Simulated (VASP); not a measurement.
# CsH in VASP: notebook, part 2 of 2

VASP 6.6.1.

### 6 Single point, r2SCAN (strain -0.080 along x and y, -0.040 along z)

Input file POSCAR:

```
CsH
1.0
    0.0000000000      2.9329600000      3.0604800000
    2.9329600000      0.0000000000      3.0604800000
    2.9329600000      2.9329600000      0.0000000000
Cs H
1 1
Direct
    0.0000000000      0.0000000000      0.0000000000
    0.5000000000      0.5000000000      0.5000000000
```

Input file INCAR.step1:

```
SYSTEM = CsH
PREC = Accurate
ENCUT = 520
ISMEAR = 0
SIGMA = 0.05
LREAL = .FALSE.
LASPH = .TRUE.
NELM = 80
NBANDS = 12
GGA = PE
ALGO = Normal
EDIFF = 1E-4
LWAVE = .TRUE.
LCHARG = .FALSE.
```

Input file INCAR.step2:

```
SYSTEM = CsH
PREC = Accurate
ENCUT = 520
EDIFF = 1E-6
ISMEAR = 0
SIGMA = 0.05
LREAL = .FALSE.
LASPH = .TRUE.
NELM = 80
ALGO = Normal
ISIF = 2
LWAVE = .FALSE.
LCHARG = .TRUE.
METAGGA = R2SCAN
LMIXTAU = .TRUE.
LELF = .TRUE.
LVHAR = .TRUE.
NBANDS = 12
ISTART = 1
```

Input file KPOINTS:

```
regular mesh
0
G
  6 6 6
  0 0 0
```

Potentials or basis: VASP PAW PBE potentials, release 64 (Cs_sv, H).

Started as:

```
$ cat potpaw_PBE.64/Cs_sv/POTCAR potpaw_PBE.64/H/POTCAR > POTCAR
$ cp INCAR.step1 INCAR
$ mpirun -np 1 vasp_std > vasp.out
$ cp INCAR.step2 INCAR
$ mpirun -np 1 vasp_std > vasp.out
```

It took 30 s on 1 thread of Intel Xeon Platinum 8559C (Emerald Rapids), shared host; peak memory 0.18 GiB.

It converged, with:

```
Free energy            : -28.8741 eV
Pressure               : 3.2 GPa
Band gap on the k mesh : 2.33 eV, direct
```

Stress tensor (GPa, compression positive):
```
3.89 0.00 0.00
0.00 3.89 0.00
0.00 0.00 1.82
```

Levels at points of the mesh, in eV from the valence-band top:
| k point | band 1 | band 2 | band 3 | band 4 | band 5 | band 6 | band 7 | band 8 | band 9 | band 10 |
| --- | --- | --- | --- | --- | --- | --- | --- | --- | --- | --- |
| (0.00, 0.00, 0.00) | -22.31 | -8.14 | -8.08 | -8.08 | -2.12 | 5.42 | 5.67 | 5.67 | 6.78 | 7.95 |
| (0.50, 0.00, 0.00) | -22.12 | -9.58 | -8.31 | -8.20 | 0.00 | 2.33 | 4.89 | 5.25 | 8.51 | 9.38 |
| (0.50, 0.50, 0.00) | -22.08 | -9.37 | -8.49 | -8.49 | -1.85 | 3.06 | 6.74 | 9.61 | 9.81 | 10.06 |
| (0.50, 0.00, 0.50) | -22.05 | -9.32 | -8.63 | -8.58 | -1.89 | 2.92 | 7.19 | 9.24 | 9.48 | 9.88 |

Caveat: the cell differs from its parent crystal (strain -0.080 along x and y, -0.040 along z); the PAW data sets were made with another functional, which shifts forces and pressure a little; spin-orbit coupling is left out, which moves the levels of the heavy elements.

### 7 Single point, r2SCAN (strain -0.040 along x and y, +0.000 along z)

Input file POSCAR:

```
CsH
1.0
    0.0000000000      3.0604800000      3.1880000000
    3.0604800000      0.0000000000      3.1880000000
    3.0604800000      3.0604800000      0.0000000000
Cs H
1 1
Direct
    0.0000000000      0.0000000000      0.0000000000
    0.5000000000      0.5000000000      0.5000000000
```

Input file INCAR.step1:

```
PREC = Accurate
ENCUT = 520
ISMEAR = 0
SIGMA = 0.05
LREAL = False
LASPH = True
NELM = 80
NBANDS = 12
GGA = PE
ALGO = Normal
EDIFF = 1E-4
LWAVE = True
LCHARG = False
```

Input file INCAR.step2:

```
PREC = Accurate
ENCUT = 520
EDIFF = 1E-6
ISMEAR = 0
SIGMA = 0.05
LREAL = False
LASPH = True
NELM = 80
ALGO = Normal
ISIF = 2
LWAVE = False
LCHARG = True
METAGGA = R2SCAN
LMIXTAU = True
LELF = True
LVHAR = True
NBANDS = 12
ISTART = 1
```

Input file KPOINTS:

```
Automatic mesh
0
Gamma
  6 6 6
```

Potentials or basis: VASP PAW PBE potentials, release 64 (Cs_sv, H).

Started as:

```
$ cat potpaw_PBE.64/Cs_sv/POTCAR potpaw_PBE.64/H/POTCAR > POTCAR
$ cp INCAR.step1 INCAR
$ mpirun -np 1 vasp_std > vasp.out
$ cp INCAR.step2 INCAR
$ mpirun -np 1 vasp_std > vasp.out
```

OUTCAR:

```text
PREC = Accurate
   ENCUT = 520
   EDIFF = 1E-6
   ISMEAR = 0
   LREAL = False
   LASPH = True
   NELM = 80
   ISIF = 2
   METAGGA = R2SCAN
   ISTART = 1

 ion  position               nearest neighbor table
   1  0.000  0.000  0.000-
   2  0.500  0.500  0.500-

  LATTYP: Found a body centered tetragonal cell.
 ALAT       =     4.3281723234
 C/A-ratio  =     1.4731391275

  Lattice vectors:
[... 544 lines left out ...]
     11      10.1158      0.00000
     12      10.8566      0.00000

 [... further k-points ...]

------------------------ aborting loop because EDIFF is reached ----------------------------------------

  FORCE on cell =-STRESS in cart. coord.  units (eV):
  Direction    XX          YY          ZZ          XY          YZ          ZX
  --------------------------------------------------------------------------------------
  -------------------------------------------------------------------------------------
  Total        0.5436308      0.5436308      0.0814777      0.0000000      0.0000000      0.0000000
  in kB       14.5843543     14.5843543      2.1858579      0.0000000      0.0000000      0.0000000
  external PRESSURE =      10.4515222 kB  Pullay stress =       0.0000000 kB

 VOLUME and BASIS-vectors are now :
 -----------------------------------------------------------------------------
  energy-cutoff  :      520.00
  volume of cell :       59.72
      direct lattice vectors                 reciprocal lattice vectors
     0.000000000  3.060480000  3.188000000    -0.163373066  0.163373066  0.156838143
     3.060480000  0.000000000  3.188000000     0.163373066 -0.163373066  0.156838143
     3.060480000  3.060480000  0.000000000     0.163373066  0.163373066 -0.156838143

 POSITION                                       TOTAL-FORCE (eV/Angst)
 -----------------------------------------------------------------------------------
      0.00000      0.00000      0.00000        -0.000000      0.000000      0.000000
      3.06048      3.06048      3.18800         0.000000     -0.000000     -0.000000
 -----------------------------------------------------------------------------------
    total drift:                               -0.000000      0.000000      0.000000

  FREE ENERGIE OF THE ION-ELECTRON SYSTEM (eV)
  ---------------------------------------------------
  free  energy   TOTEN  =       -28.9658065015 eV

  energy  without entropy=      -28.9658065015  energy(sigma->0) =      -28.96580650
```

OSZICAR.step1:

```text
N       E                     dE             d eps       ncg     rms          rms(c)
DAV:   1     0.425456814755E+02    0.42546E+02   -0.41804E+03   720   0.695E+02
DAV:   2    -0.207211578010E+01   -0.44618E+02   -0.42741E+02   924   0.111E+02
DAV:   3    -0.536102373469E+01   -0.32889E+01   -0.32829E+01   884   0.326E+01
DAV:   4    -0.538630310370E+01   -0.25279E-01   -0.25277E-01   856   0.320E+00
DAV:   5    -0.538639307233E+01   -0.89969E-04   -0.89968E-04   892   0.196E-01    0.386E+00
DAV:   6    -0.465129012313E+01    0.73510E+00   -0.55494E-01   816   0.308E+00    0.164E+00
DAV:   7    -0.449831722872E+01    0.15297E+00   -0.64755E-01   796   0.292E+00    0.667E-01
DAV:   8    -0.452780996109E+01   -0.29493E-01   -0.78815E-02   796   0.122E+00    0.421E-01
DAV:   9    -0.451902886997E+01    0.87811E-02   -0.16903E-02   828   0.585E-01    0.356E-02
DAV:  10    -0.451927435799E+01   -0.24549E-03   -0.24299E-03   772   0.200E-01    0.262E-02
DAV:  11    -0.451937869165E+01   -0.10433E-03   -0.27125E-04   784   0.794E-02    0.274E-02
DAV:  12    -0.451934881157E+01    0.29880E-04   -0.78128E-05   768   0.428E-02
   1 F= -.45193488E+01 E0= -.45193488E+01  d E =-.396461E-13
```

It took 42 s on 1 thread of Intel Xeon Platinum 8559C (Emerald Rapids), shared host; peak memory 0.2 GiB.

What came out:

| Property | Result |
| --- | --- |
| Free energy | -28.9658 eV |
| Pressure | 1.0 GPa |
| Band gap on the k mesh | 2.55 eV, direct |

Caveat: the cell differs from its parent crystal (strain -0.040 along x and y, +0.000 along z); the PAW data sets were made with another functional, which shifts forces and pressure a little; spin-orbit coupling is left out, which moves the levels of the heavy elements.

### 8 Overview

```csv
cell,gap on the mesh (eV),pressure (GPa)
"a = 4.148 Å, angles 60.0°, 2 atoms",2.26,4.1
"a = 4.328 Å, angles 60.0°, 2 atoms",2.50,1.6
"a = 4.689 Å, angles 60.0°, 2 atoms",2.77,-0.9
"a = 4.869 Å, angles 60.0°, 2 atoms",2.83,-1.4
"a = 4.239, b = 4.239, c = 4.148 Å, angles 60.7, 60.7, 58.6°, 2 atoms",2.33,3.2
"a = 4.419, b = 4.419, c = 4.328 Å, angles 60.7, 60.7, 58.6°, 2 atoms",2.55,1.0
```

Alike in all rows: task single point; level r2SCAN; potentials or basis VASP PAW PBE potentials, release 64 (Cs_sv, H); no spin polarisation; k mesh 6 × 6 × 6; cutoff (eV) 520; smearing gaussian 0.05 eV.

Caveats: the PAW data sets were made with another functional, which shifts forces and pressure a little; spin-orbit coupling is left out, which moves the levels of the heavy elements.

Absolute energies hang on the potentials; compare differences alone.
